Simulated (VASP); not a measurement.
# Tl in VASP: notebook, part 2 of 2

VASP 6.6.1. The steps go on from the part before.

## 3. Single point, PBE (strained)

INCAR reads:

```
SYSTEM = Tl
PREC = Accurate ; ENCUT = 520
EDIFF = 1E-6 ; ISMEAR = 0
SIGMA = 0.1 ; LREAL = .FALSE.
LASPH = .TRUE. ; NELM = 100
ALGO = Normal ; ISIF = 2
LWAVE = .FALSE. ; LCHARG = .FALSE.
GGA = PE ; NBANDS = 12
```

KPOINTS reads:

```
Automatic mesh
0
G
  16 16 16
  0 0 0
```

POSCAR reads:

```
Tl
1.0
   -1.9720560000      1.9720560000      1.9720560000
    1.9720560000     -1.9720560000      1.9720560000
    1.9720560000      1.9720560000     -1.9720560000
Tl
1
Direct
    0.0000000000      0.0000000000      0.0000000000
```

Potentials or basis: VASP PAW PBE potentials, release 64 (Tl_d).

The run is started by

```console
> cat potpaw_PBE.64/Tl_d/POTCAR > POTCAR
> mpirun -np 1 vasp_std > vasp.out
```

It took 68 s on 1 thread of Intel Xeon 8259CL, shared host; peak memory 0.19 GiB.

The run converged. Its results:

```yaml
Free_energy: -2.2207 eV
Pressure: 0.6 GPa
Band_gap_on_the_k_mesh: zero (an odd number of electrons rules out a gap without spin polarisation)
```

Levels at points of the mesh, in eV from the Fermi level:
```
           k point  band 3  band 4  band 5  band 6  band 7  band 8  band 9  band 10
(0.00, 0.00, 0.00)  -11.56  -11.20  -11.20   -9.56   10.13   10.13   10.13    12.19
(0.50, 0.00, 0.00)  -11.22  -11.20  -10.96   -5.04   -2.44    5.56    6.95     9.60
(0.50, 0.50, 0.50)  -11.02  -11.02  -11.02   -1.95    1.47    1.47    1.47     6.31
```

Caveat: the cell differs from its parent crystal (strained); spin-orbit coupling is left out, which moves the levels of the heavy elements.

## 4. Single point, PBE (strained)

INCAR reads:

```
SYSTEM = Tl
  ALGO = Normal
  EDIFF = 1E-6
  ENCUT = 520
  GGA = PE
  ISIF = 2
  ISMEAR = 0
  LASPH = .TRUE.
  LCHARG = .FALSE.
  LREAL = .FALSE.
  LWAVE = .FALSE.
  NBANDS = 12
  NELM = 80
  PREC = Accurate
  SIGMA = 0.1
```

KPOINTS reads:

```
k-points
0
G
  16 16 16
  0 0 0
```

POSCAR reads:

```
Tl
1.0
   -2.0239389300      2.0239389300      2.0239389300
    2.0239389300     -2.0239389300      2.0239389300
    2.0239389300      2.0239389300     -2.0239389300
Tl
1
Direct
    0.0000000000      0.0000000000      0.0000000000
```

Potentials or basis: VASP PAW PBE potentials, release 64 (Tl_d).

The run is started by

```console
> cat potpaw_PBE.64/Tl_d/POTCAR > POTCAR
> mpirun -np 1 vasp_std > vasp.out
```

OUTCAR:

```text
SYSTEM = Tl
   EDIFF = 1E-6
   ENCUT = 520
   GGA = PE
   ISIF = 2
   ISMEAR = 0
   LASPH = .TRUE.
   LREAL = .FALSE.
   NELM = 80
   PREC = Accurate

 ion  position               nearest neighbor table
   1  0.000  0.000  0.000-

  LATTYP: Found a body centered cubic cell.
 ALAT       =     4.0478778600

  Lattice vectors:

 A1 = (  -2.0239389300,   2.0239389300,   2.0239389300)
 A2 = (   2.0239389300,  -2.0239389300,   2.0239389300)
[... 538 lines left out ...]
     10      16.0718      0.00000
     11      17.0467      0.00000
     12      19.2734      0.00000

 [... further k-points ...]

------------------------ aborting loop because EDIFF is reached ----------------------------------------

  FORCE on cell =-STRESS in cart. coord.  units (eV):
  Direction    XX          YY          ZZ          XY          YZ          ZX
  --------------------------------------------------------------------------------------
  -------------------------------------------------------------------------------------
  Total       -0.2701955     -0.2701955     -0.2701955     -0.0000000      0.0000000     -0.0000000
  in kB      -13.0537838    -13.0537838    -13.0537838     -0.0000000      0.0000000     -0.0000000
  external PRESSURE =     -13.0537838 kB  Pullay stress =       0.0000000 kB

 VOLUME and BASIS-vectors are now :
 -----------------------------------------------------------------------------
  energy-cutoff  :      520.00
  volume of cell :       33.16
      direct lattice vectors                 reciprocal lattice vectors
    -2.023938930  2.023938930  2.023938930     0.000000000  0.247043027  0.247043027
     2.023938930 -2.023938930  2.023938930     0.247043027  0.000000000  0.247043027
     2.023938930  2.023938930 -2.023938930     0.247043027  0.247043027  0.000000000

 POSITION                                       TOTAL-FORCE (eV/Angst)
 -----------------------------------------------------------------------------------
      0.00000      0.00000      0.00000         0.000000      0.000000      0.000000
 -----------------------------------------------------------------------------------
    total drift:                               -0.000000     -0.000000     -0.000000

  FREE ENERGIE OF THE ION-ELECTRON SYSTEM (eV)
  ---------------------------------------------------
  free  energy   TOTEN  =        -2.2150173576 eV

  energy  without entropy=       -2.2114512759  energy(sigma->0) =       -2.21323432
```

OSZICAR:

```text
N       E                     dE             d eps       ncg     rms          rms(c)
DAV:   1     0.496229001975E+02    0.49623E+02   -0.66041E+03  3704   0.923E+02
DAV:   2    -0.162249180110E+01   -0.51245E+02   -0.50339E+02  3932   0.206E+02
DAV:   3    -0.223042982767E+01   -0.60794E+00   -0.60711E+00  4064   0.202E+01
DAV:   4    -0.223335050823E+01   -0.29207E-02   -0.29205E-02  3980   0.164E+00
DAV:   5    -0.223338909338E+01   -0.38585E-04   -0.38585E-04  4024   0.183E-01    0.136E+00
DAV:   6    -0.221761995902E+01    0.15769E-01   -0.26242E-02  3832   0.145E+00    0.101E+00
DAV:   7    -0.221508631409E+01    0.25336E-02   -0.83772E-03  3908   0.809E-01    0.472E-01
DAV:   8    -0.221501033144E+01    0.75983E-04   -0.31325E-04  3908   0.167E-01    0.277E-02
DAV:   9    -0.221501495105E+01   -0.46196E-05   -0.42049E-06  4016   0.183E-02    0.910E-03
DAV:  10    -0.221501735996E+01   -0.24089E-05   -0.21414E-06  3860   0.136E-02    0.592E-04
DAV:  11    -0.221501735756E+01    0.24036E-08   -0.29727E-08  2012   0.115E-03
   1 F= -.22150174E+01 E0= -.22132343E+01  d E =-.356608E-02
```

Run time: 66 s. Hardware: 1 thread of Intel Xeon 8259CL, shared host; peak memory 0.2 GiB.

Results:

```
Free energy            : -2.2150 eV
Pressure               : -1.3 GPa
Band gap on the k mesh : zero (an odd number of electrons rules out a gap without spin polarisation)
```

Caveat: the cell differs from its parent crystal (strained); spin-orbit coupling is left out, which moves the levels of the heavy elements.

## 5. Single point, PBE (strained)

INCAR reads:

```
SYSTEM = Tl
  PREC = Accurate
  ENCUT = 520
  EDIFF = 1E-6
  ISMEAR = 0
  SIGMA = 0.1
  LREAL = .False.
  LASPH = .True.
  NELM = 80
  ALGO = Normal
  ISIF = 2
  LWAVE = .False.
  LCHARG = .False.
  GGA = PE
  NBANDS = 12
```

KPOINTS reads:

```
Automatic mesh
0
Gamma
  14 14 14
  0 0 0
```

POSCAR reads:

```
Tl
1.0
   -1.9357787100      1.9357787100      1.9648937100
    1.9357787100     -1.9357787100      1.9648937100
    1.9357787100      1.9357787100     -1.9648937100
Tl
1
Direct
    0.0000000000      0.0000000000      0.0000000000
```

The run is started by

```console
> cat potpaw_PBE.64/Tl_d/POTCAR > POTCAR
> mpirun -np 1 vasp_std > vasp.out
```

It took 1.7 min on 1 thread of Intel Xeon 8259CL, shared host; peak memory 0.22 GiB.

The run converged. Its results:

```yaml
Free_energy: -2.2126 eV
Pressure: 1.9 GPa
Band_gap_on_the_k_mesh: zero (an odd number of electrons rules out a gap without spin polarisation)
```

Levels at points of the mesh, in eV from the Fermi level:
| k point | band 3 | band 4 | band 5 | band 6 | band 7 | band 8 | band 9 | band 10 |
| --- | --- | --- | --- | --- | --- | --- | --- | --- |
| (0.00, 0.00, 0.00) | -11.67 | -11.29 | -11.27 | -9.89 | 10.41 | 10.52 | 10.52 | 12.12 |
| (0.50, 0.00, 0.00) | -11.31 | -11.28 | -11.01 | -5.10 | -2.67 | 5.74 | 7.11 | 9.93 |
| (0.50, 0.50, 0.00) | -11.29 | -11.27 | -11.01 | -5.02 | -2.63 | 5.54 | 6.87 | 9.69 |
| (0.50, 0.50, 0.50) | -11.08 | -11.07 | -11.07 | -1.79 | 1.22 | 1.50 | 1.50 | 6.30 |

Caveat: the cell differs from its parent crystal (strained); spin-orbit coupling is left out, which moves the levels of the heavy elements.

## 6. Single point, PBE (strained)

INCAR reads:

```
SYSTEM = Tl
PREC = Accurate
ENCUT = 520
EDIFF = 1E-6
ISMEAR = 0
SIGMA = 0.1
LREAL = .False.
LASPH = .True.
NELM = 60
ALGO = Fast
ISIF = 2
LWAVE = .False.
LCHARG = .False.
GGA = PE
NBANDS = 12
```

KPOINTS reads:

```
regular mesh
0
Gamma
  15 15 15
  0 0 0
```

POSCAR reads:

```
Tl
1.0
   -1.9465318500      1.9077118500      1.9077118500
    1.9077118500     -1.9465318500      1.9077118500
    1.9077118500      1.9077118500     -1.9465318500
Tl
1
Direct
    0.0000000000      0.0000000000      0.0000000000
```

Potentials or basis: VASP PAW PBE potentials, release 64 (Tl_d).

The run is started by

```console
> cat potpaw_PBE.64/Tl_d/POTCAR > POTCAR
> mpirun -np 1 vasp_std > vasp.out
```

Run time: 2.2 min. Hardware: 1 thread of Intel Xeon 8259CL, shared host; peak memory 0.24 GiB.

It converged, with:

| Property | Result |
| --- | --- |
| Free energy | -2.1735 eV |
| Pressure | 4.6 GPa |
| Band gap on the k mesh | zero (an odd number of electrons rules out a gap without spin polarisation) |

Stress tensor (GPa, compression positive):
```
4.58 0.20 0.20
0.20 4.58 0.20
0.20 0.20 4.58
```

Levels at points of the mesh, in eV from the Fermi level:
```csv
k point,band 2,band 3,band 4,band 5,band 6,band 7,band 8,band 9,band 10,band 11
"(0.00, 0.00, 0.00)",-11.77,-11.77,-11.34,-11.34,-10.32,10.78,10.78,11.54,12.08,12.58
```

Caveat: the cell differs from its parent crystal (strained); the cell stands under pressure; spin-orbit coupling is left out, which moves the levels of the heavy elements.

## 7. Single point, PBE (strained)

INCAR reads:

```
SYSTEM = Tl
ALGO     = Normal         ! electronic algorithm
EDIFF    = 1E-6           ! SCF threshold, eV
ENCUT    = 520            ! plane-wave cutoff, eV
GGA      = PE             ! functional
ISIF     = 2              ! what is computed and relaxed
ISMEAR   = 0              ! smearing method
LASPH    = .TRUE.         ! aspherical terms in the spheres
LCHARG   = .FALSE.        ! write CHGCAR
LREAL    = .FALSE.        ! projectors in reciprocal space
LWAVE    = .FALSE.        ! write WAVECAR
NBANDS   = 12             ! bands
NELM     = 100            ! most SCF steps
PREC     = Accurate       ! precision mode
SIGMA    = 0.1            ! smearing width, eV
```

KPOINTS reads:

```
k-points
0
G
  15 15 15
  0 0 0
```

POSCAR reads:

```
Tl
1.0
   -1.9411746900      1.9411746900      1.9411746900
    1.9799946900     -1.9799946900      2.0188146900
    1.9799946900      2.0188146900     -1.9799946900
Tl
1
Direct
    0.0000000000      0.0000000000      0.0000000000
```

The run is started by

```console
> cat potpaw_PBE.64/Tl_d/POTCAR > POTCAR
> mpirun -np 1 vasp_std > vasp.out
```

It took 2.3 min on 1 thread of Intel Xeon 8259CL, shared host; peak memory 0.25 GiB.

It converged, with:

```
Free energy            : -2.2205 eV
Pressure               : 0.3 GPa
Band gap on the k mesh : zero (an odd number of electrons rules out a gap without spin polarisation)
```

Stress tensor (GPa, compression positive):
```
 0.32 -0.09 -0.09
-0.09  0.32  0.09
-0.09  0.09  0.32
```

Levels at points of the mesh, in eV from the Fermi level:
```tsv
k point	band 3	band 4	band 5	band 6	band 7	band 8	band 9	band 10
(0.00, 0.00, 0.00)	-11.60	-11.27	-11.27	-9.56	9.70	9.70	10.31	11.85
```

Caveat: the cell differs from its parent crystal (strained); spin-orbit coupling is left out, which moves the levels of the heavy elements.

## 8. Summary

| cell | k mesh | gap on the mesh (eV) | pressure (GPa) |
| --- | --- | --- | --- |
| a = 3.362 Å, angles 109.5°, 1 atom | 14 × 14 × 14 | none | 2.2 |
| a = 3.416 Å, angles 109.5°, 1 atom | 16 × 16 × 16 | none | 0.6 |
| a = 3.506 Å, angles 109.5°, 1 atom | 16 × 16 × 16 | none | -1.3 |
| a = 3.370 Å, angles 109.9, 109.9, 108.7°, 1 atom | 14 × 14 × 14 | none | 1.9 |
| a = 3.327 Å, angles 110.0°, 1 atom | 15 × 15 × 15 | none | 4.6 |
| a = 3.362, b = 3.452, c = 3.452 Å, angles 110.0, 108.9, 108.9°, 1 atom | 15 × 15 × 15 | none | 0.3 |

Alike in all rows: task single point; level PBE; potentials or basis VASP PAW PBE potentials, release 64 (Tl_d); no spin polarisation; cutoff (eV) 520; smearing gaussian 0.1 eV.

Caveats: spin-orbit coupling is left out, which moves the levels of the heavy elements; the cell stands under pressure (at least some runs).

Absolute energies hang on the potentials; compare differences alone.
